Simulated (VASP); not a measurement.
# Ge in VASP: a series of runs, part 2 of 3

VASP 6.6.1.

### 3 Relaxation of cell and atoms, PBEsol, target pressure 18 GPa, at which the enthalpy is minimised

This run uses another cell than the first one, of 21.00 Å³/atom.

Contents of INCAR:

```
SYSTEM = Ge
PREC = Accurate ; ENCUT = 600
EDIFF = 1E-6 ; ISMEAR = 0
SIGMA = 0.01 ; LREAL = .FALSE.
LASPH = .TRUE. ; NELM = 100
ALGO = Normal ; ISIF = 3
LWAVE = .FALSE. ; LCHARG = .FALSE.
GGA = PS ; IBRION = 2
NSW = 80 ; EDIFFG = -0.001
PSTRESS = 180.0
```

Contents of KPOINTS:

```
Automatic mesh
0
G
  14 14 14
  0 0 0
```

Contents of POSCAR:

```
Ge
1.0
    0.0000000000      2.7589733415      2.7589733415
    2.7589733415      0.0000000000      2.7589733415
    2.7589733415      2.7589733415      0.0000000000
Ge
2
Direct
    0.5000000000      0.5000000000      0.5000000000
    0.7500000000      0.7500000000      0.7500000000
```

Potentials or basis: VASP PAW PBE potentials, release 64 (Ge_d).

Launch:

```bash
$ cat potpaw_PBE.64/Ge_d/POTCAR > POTCAR
$ mpirun -np 1 vasp_std > vasp.out
```

OUTCAR:

```text
SYSTEM = Ge
   PREC = Accurate
   ENCUT = 600
   EDIFF = 1E-6
   ISMEAR = 0
   LREAL = .FALSE.
   LASPH = .TRUE.
   NELM = 100
   ISIF = 3
   GGA = PS
   IBRION = 2
   NSW = 80
   EDIFFG = -0.001
   PSTRESS = 180.0

 ion  position               nearest neighbor table
   1  0.500  0.500  0.500-   2 2.39   2 2.39   2 2.39   2 2.39
   2  0.750  0.750  0.750-   1 2.39   1 2.39   1 2.39   1 2.39

  LATTYP: Found a face centered cubic cell.
 ALAT       =     5.5179466830

  Lattice vectors:

 A1 = (   0.0000000000,   2.7589733415,   2.7589733415)
 A2 = (   2.7589733415,   0.0000000000,   2.7589733415)
 A3 = (   2.7589733415,   2.7589733415,   0.0000000000)

Analysis of symmetry for initial positions (statically):
=====================================================================
 Subroutine PRICEL returns:
 Original cell was already a primitive cell.

 Routine SETGRP: Setting up the symmetry group for a
 face centered cubic supercell.

 Subroutine GETGRP returns: Found 48 space group operations
 (whereof 24 operations were pure point group operations)
 out of a pool of 48 trial point group operations.

The static configuration has the point symmetry T_d .
 The point group associated with its full space group is O_h .

Analysis of symmetry for dynamics (positions and initial velocities):
=====================================================================
 Subroutine PRICEL returns:
 Original cell was already a primitive cell.

 Routine SETGRP: Setting up the symmetry group for a
 face centered cubic supercell.

 Subroutine GETGRP returns: Found 48 space group operations
 (whereof 24 operations were pure point group operations)
 out of a pool of 48 trial point group operations.

The dynamic configuration has the point symmetry T_d .
 The point group associated with its full space group is O_h .

 Subroutine INISYM returns: Found 48 space group operations
 (whereof 24 operations are pure point group operations),
 and found     1 'primitive' translations

----------------------------------------------------------------------------------------

[... 121 lines left out ...]
   LEPSILON=     F    determine dielectric tensor
   LRPA    =     F    only Hartree local field effects (RPA)
 conjugate gradient relaxation of ions
 non-spin polarized calculation
 Gauss-broadening in eV      SIGMA  =   0.01
  energy-cutoff  :      600.00
  volume of cell :       42.00
 maximum number of plane-waves:      1416
   NGX = 15   NGY = 15   NGZ = 15

--------------------------------------- Ionic step        1  -------------------------------------------

 number of electron      27.9999993 magnetization

 Free energy of the ion-electron system (eV)
  ---------------------------------------------------
  ext. energy  EPLUGINS =         0.00000000
  ---------------------------------------------------
  free energy    TOTEN  =        -9.80126471 eV

  energy without entropy =       -9.80126471  energy(sigma->0) =       -9.80126471

------------------------ aborting loop because EDIFF is reached ----------------------------------------

  FORCE on cell =-STRESS in cart. coord.  units (eV):
  Direction    XX          YY          ZZ          XY          YZ          ZX
  --------------------------------------------------------------------------------------
  -------------------------------------------------------------------------------------
  Total        1.7709507      1.7709507      1.7709507      0.0000000      0.0000000     -0.0000000
  in kB       67.5529860     67.5529860     67.5529860      0.0000000      0.0000000     -0.0000000
  external PRESSURE =    -112.4470140 kB  Pullay stress =     180.0000000 kB
[... 101 lines left out ...]
--------------------------------------- Ionic step        4  -------------------------------------------

 number of electron      27.9999995 magnetization

 Free energy of the ion-electron system (eV)
  ---------------------------------------------------
  ext. energy  EPLUGINS =         0.00000000
  ---------------------------------------------------
  free energy    TOTEN  =        -9.52930680 eV

  energy without entropy =       -9.52930680  energy(sigma->0) =       -9.52930680

 E-fermi :   6.6762     XC(G=0): -10.9416

 val. band max:        6.6323147177   @ k =   0.0000   0.0000   0.0000
 cond. band min:       6.8492178344   @ k =   0.4286   0.4286   0.0000
 fundamental gap:      0.2169031167
 Fermi energy:         6.6761544508

 k-point     1 :       0.0000    0.0000    0.0000
  band No.  band energies     occupation
      1     -18.4534      2.00000
      2     -18.4534      2.00000
      3     -18.4534      2.00000
      4     -18.4020      2.00000
      5     -18.4020      2.00000
      6     -18.0806      2.00000
[... 481 lines left out ...]
      5     -18.3191      2.00000
      6     -18.1775      2.00000
[... 10 lines left out ...]
     17      11.6711      0.00000
     18      11.9755      0.00000

 [... further k-points ...]

------------------------ aborting loop because EDIFF is reached ----------------------------------------

  FORCE on cell =-STRESS in cart. coord.  units (eV):
  Direction    XX          YY          ZZ          XY          YZ          ZX
  --------------------------------------------------------------------------------------
  -------------------------------------------------------------------------------------
  Total        4.3104960      4.3104960      4.3104960      0.0000000     -0.0000000     -0.0000000
  in kB      180.0609189    180.0609189    180.0609189      0.0000000     -0.0000000     -0.0000000
  external PRESSURE =       0.0609189 kB  Pullay stress =     180.0000000 kB
[... 21 lines left out ...]
  energy  without entropy=       -9.5293067962  energy(sigma->0) =       -9.52930680

  enthalpy is  TOTEN    =        -5.2202691297 eV   P V=        4.3090376665

 reached required accuracy - stopping structural energy minimisation
```

OSZICAR:

```text
N       E                     dE             d eps       ncg     rms          rms(c)
DAV:   1     0.173344648790E+03    0.17334E+03   -0.16657E+04  3870   0.470E+03
DAV:   2     0.121806873897E+02   -0.16116E+03   -0.15835E+03  3760   0.581E+02
DAV:   3    -0.930407247056E+01   -0.21485E+02   -0.21325E+02  4048   0.154E+02
DAV:   4    -0.997953215362E+01   -0.67546E+00   -0.67406E+00  4450   0.316E+01
[... 30 lines left out ...]
DAV:   1    -0.953030673336E+01    0.66670E-02   -0.13967E-02  4950   0.269E+00    0.189E-01
DAV:   2    -0.952955650631E+01    0.75023E-03   -0.10291E-03  4870   0.761E-01    0.930E-02
DAV:   3    -0.952932173138E+01    0.23477E-03   -0.37797E-04  4968   0.399E-01    0.232E-02
DAV:   4    -0.952930765657E+01    0.14075E-04   -0.49071E-05  4816   0.157E-01    0.457E-03
DAV:   5    -0.952930679623E+01    0.86034E-06   -0.44072E-06  3644   0.474E-02
   4 F= -.52202691E+01 E0= -.52202691E+01  d E =-.137835E+00
```

CONTCAR:

```text
Ge
   1.00000000000000
     0.0000000000000000    2.6766779666997391    2.6766779666997391
     2.6766779666997391    0.0000000000000000    2.6766779666997391
     2.6766779666997391    2.6766779666997391    0.0000000000000000
  Ge
     2
Direct
     0.5000000000000000    0.5000000000000000    0.5000000000000000
     0.7500000000000000    0.7500000000000000    0.7500000000000000

  0.00000000E+00  0.00000000E+00  0.00000000E+00
  0.00000000E+00  0.00000000E+00  0.00000000E+00
```

Run time: 69 s. Hardware: 1 thread of Intel Xeon 6975P-C (Granite Rapids), shared host; peak memory 0.23 GiB.

Results:

```
Free energy                                                : -9.5293 eV
Relaxed volume                                             : 19.18 Å³/atom
Relaxed cell                                               : a = 3.785 Å, b = 3.785 Å, c = 3.785 Å, α = 60.00°, β = 60.00°, γ = 60.00°
Space group after relaxing (to 0.1 Å)                      : Fd-3m (No. 227)
Energy change on relaxing (the run minimises the enthalpy) : +136.0 meV/atom
Ionic steps                                                : 4
Pressure after relaxing                                    : 18.0 GPa
Band gap on the k mesh                                     : 0.22 eV (least direct gap 1.59 eV)
```

Step by step:
```csv
step,energy change (eV),largest force (eV/Å),pressure (GPa),volume (Å³)
1,0.0000,0.0000,6.76,42.00
2,1.1115,0.0000,42.10,33.66
3,0.2643,0.0000,17.82,38.42
4,0.2720,0.0000,18.01,38.35
```

Final structure:
```
Ge
1.0
     0.00000    2.67668    2.67668
     2.67668    0.00000    2.67668
     2.67668    2.67668    0.00000
Ge
2
Direct
  0.50000 0.50000 0.50000
  0.75000 0.75000 0.75000
```

Caveat: the cell is relaxed towards a set pressure, so the run minimises the enthalpy, not the energy; the PAW data sets were made with another functional, which shifts forces and pressure a little.

### 4 Relaxation of cell and atoms, PBEsol

This run uses another cell than the first one, of 22.64 Å³/atom.

Contents of INCAR:

```
SYSTEM = Ge
ALGO     = Normal         ! electronic algorithm
EDIFF    = 1E-7           ! SCF threshold, eV
EDIFFG   = -0.005         ! ionic threshold
ENCUT    = 600            ! plane-wave cutoff, eV
GGA      = PS             ! functional
IBRION   = 2              ! ionic algorithm
ISIF     = 3              ! what is computed and relaxed
ISMEAR   = 0              ! smearing method
LASPH    = .True.         ! aspherical terms in the spheres
LCHARG   = .False.        ! write CHGCAR
LREAL    = .False.        ! projectors in reciprocal space
LWAVE    = .False.        ! write WAVECAR
NELM     = 60             ! most SCF steps
NSW      = 100            ! ionic steps
PREC     = Accurate       ! precision mode
SIGMA    = 0.1            ! smearing width, eV
```

Contents of KPOINTS:

```
k-points
0
Gamma
  14 14 14
  0 0 0
```

Contents of POSCAR:

```
Ge
1.0
    0.0000000000      2.8287700000      2.8287700000
    2.8287700000      0.0000000000      2.8287700000
    2.8287700000      2.8287700000      0.0000000000
Ge
2
Direct
    0.5000000000      0.5000000000      0.5000000000
    0.7500000000      0.7500000000      0.7500000000
```

Potentials or basis: VASP PAW PBE potentials, release 64 (Ge_d).

Launch:

```bash
$ cat potpaw_PBE.64/Ge_d/POTCAR > POTCAR
$ mpirun -np 1 vasp_std > vasp.out
```

OUTCAR:

```text
SYSTEM = Ge
   EDIFF = 1E-7
   EDIFFG = -0.005
   ENCUT = 600
   GGA = PS
   IBRION = 2
   ISIF = 3
   ISMEAR = 0
   LASPH = .True.
   LREAL = .False.
   NELM = 60
   NSW = 100
   PREC = Accurate

 ion  position               nearest neighbor table
   1  0.500  0.500  0.500-   2 2.45   2 2.45   2 2.45   2 2.45
   2  0.750  0.750  0.750-   1 2.45   1 2.45   1 2.45   1 2.45

  LATTYP: Found a face centered cubic cell.
 ALAT       =     5.6575400000

  Lattice vectors:

 A1 = (   0.0000000000,   2.8287700000,   2.8287700000)
 A2 = (   2.8287700000,   0.0000000000,   2.8287700000)
 A3 = (   2.8287700000,   2.8287700000,   0.0000000000)

Analysis of symmetry for initial positions (statically):
=====================================================================
 Subroutine PRICEL returns:
[... 289 lines left out ...]

  energy without entropy =       -9.87448892  energy(sigma->0) =       -9.87460304

 E-fermi :   4.7984     XC(G=0): -10.0889

 val. band max:        4.7792002811   @ k =   0.0000   0.0000   0.0000
 cond. band min:       4.8764123703   @ k =   0.5000   0.0000   0.0000
 fundamental gap:      0.0972120892
 Fermi energy:         4.7983991586

 k-point     1 :       0.0000    0.0000    0.0000
  band No.  band energies     occupation
      1     -19.9721      2.00000
      2     -19.9721      2.00000
      3     -19.9721      2.00000
      4     -19.9361      2.00000
      5     -19.9361      2.00000
      6     -19.7285      2.00000
[... 481 lines left out ...]
      5     -19.8850      2.00000
      6     -19.7919      2.00000
[... 10 lines left out ...]
     17       9.6398      0.00000
     18       9.6472      0.00000

 [... further k-points ...]

------------------------ aborting loop because EDIFF is reached ----------------------------------------

  FORCE on cell =-STRESS in cart. coord.  units (eV):
  Direction    XX          YY          ZZ          XY          YZ          ZX
  --------------------------------------------------------------------------------------
  -------------------------------------------------------------------------------------
  Total        0.0084598      0.0084598      0.0084598      0.0000000      0.0000000      0.0000000
  in kB        0.2968388      0.2968388      0.2968388      0.0000000      0.0000000      0.0000000
  external PRESSURE =       0.2968388 kB  Pullay stress =       0.0000000 kB
[... 17 lines left out ...]
  FREE ENERGIE OF THE ION-ELECTRON SYSTEM (eV)
  ---------------------------------------------------
  free  energy   TOTEN  =        -9.8747171586 eV

  energy  without entropy=       -9.8744889217  energy(sigma->0) =       -9.87460304

 reached required accuracy - stopping structural energy minimisation
```

CONTCAR:

```text
Ge
   1.00000000000000
     0.0000000000000000    2.8368723760254162    2.8368723760254162
     2.8368723760254162    0.0000000000000000    2.8368723760254162
     2.8368723760254162    2.8368723760254162    0.0000000000000000
  Ge
     2
Direct
     0.5000000000000000    0.5000000000000000    0.5000000000000000
     0.7500000000000000    0.7500000000000000    0.7500000000000000

  0.00000000E+00  0.00000000E+00  0.00000000E+00
  0.00000000E+00  0.00000000E+00  0.00000000E+00
```

It took 74 s on 1 thread of Intel Xeon 6975P-C (Granite Rapids), shared host; peak memory 0.24 GiB.

What came out:

```
Free energy                           : -9.8747 eV
Relaxed volume                        : 22.83 Å³/atom
Relaxed cell                          : a = 4.012 Å, b = 4.012 Å, c = 4.012 Å, α = 60.00°, β = 60.00°, γ = 60.00°
Space group after relaxing (to 0.1 Å) : Fd-3m (No. 227)
Energy gained by relaxing             : 0.4 meV/atom
Ionic steps                           : 4
Pressure after relaxing               : 0.0 GPa
Band gap on the k mesh                : zero (filled and empty bands touch)
```

Step by step:
```csv
step,energy change (eV),largest force (eV/Å),pressure (GPa),volume (Å³)
1,0.0000,0.0000,0.60,45.27
2,-0.0007,0.0000,-0.11,45.83
3,-0.0008,0.0000,-0.06,45.70
4,-0.0008,0.0000,0.03,45.66
```

Final structure:
```yaml
crystal:
  lattice:
    - [0.00000, 2.83687, 2.83687]
    - [2.83687, 0.00000, 2.83687]
    - [2.83687, 2.83687, 0.00000]
  atoms:
    - { symbol: Ge, position: [0.50000, 0.50000, 0.50000] }
    - { symbol: Ge, position: [0.75000, 0.75000, 0.75000] }
```

Caveat: semilocal functionals underestimate gaps, so a narrow gap can read as zero; the PAW data sets were made with another functional, which shifts forces and pressure a little.

(Part 2 of 3 ends here.)
